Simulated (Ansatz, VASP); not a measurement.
# One calculation of K2Ge, two programs

Contents of INCAR:

```
SYSTEM = K2Ge
PREC = Accurate ; ENCUT = 600
EDIFF = 1E-6 ; ISMEAR = 0
SIGMA = 0.1 ; LREAL = .FALSE.
LASPH = .TRUE. ; NELM = 100
ALGO = Normal ; ISIF = 3
LWAVE = .FALSE. ; LCHARG = .FALSE.
GGA = PE ; IBRION = 2
NSW = 90 ; EDIFFG = -0.04
```

The input KPOINTS:

```
regular mesh
0
G
  4 4 6
  0 0 0
```

POSCAR

```
K2Ge
1.0
    6.1206341274      0.0000000000      0.0000000000
    0.0000000000      6.1206341274      0.0000000000
    0.0000000000      0.0000000000      3.3187623803
K Ge
2 1
Direct
    0.0000000000      0.5000000000      0.5000000000
    0.5000000000      0.0000000000      0.5000000000
    0.5000000000      0.5000000000      0.0000000000
```

Input for Ansatz:

```yaml
crystal:
  lattice:
    - [6.1206341274, 0.0, 0.0]
    - [0.0, 6.1206341274, 0.0]
    - [0.0, 0.0, 3.3187623803]
  atoms:
    - { symbol: K, position: [0.0, 0.5, 0.5] }
    - { symbol: K, position: [0.5, 0.0, 0.5] }
    - { symbol: Ge, position: [0.5, 0.5, 0.0] }
basis:
  ecutwfc: 420
kpoints:
  mp_grid: { grid: [4, 4, 6] }
hamiltonian:
  xc: pbe
scf:
  occupations: { method: gaussian, width: 0.1 }
  lower_state_search: "off"
output:
  forces: true
  stress: true
  eigenvalues: true
relax:
  adjacent_minimum: "off"
  f_tol: 0.04
  max_steps: 70
  cell: { stress_tol: 0.4 }
```

Alike in both runs: task relaxation of cell and atoms; functional PBE; k mesh 4 × 4 × 6; occupations gaussian, width 0.1 eV; no spin polarisation.

|  | VASP | Ansatz |
| --- | --- | --- |
| version | VASP 6.6.1 | Ansatz 0.2.0 |
| potentials or method | VASP PAW PBE potentials, release 64 (K_sv, Ge_d), cutoff 600 eV | scalar-relativistic, plane waves, PAW |
| valence electrons in the cell | 32 | 32 |

```csv
,VASP,Ansatz,Ansatz less VASP
"gap on the k mesh at the Fermi level, each at its own relaxed structure (eV)",none,none,-
relaxed volume (Å³/atom),44.42,43.67,-0.754
relaxed cell length with the largest relative difference (Å),3.559,3.528,-0.0303
```

A gap of «none» marks a metal or a gap that the smearing closes.
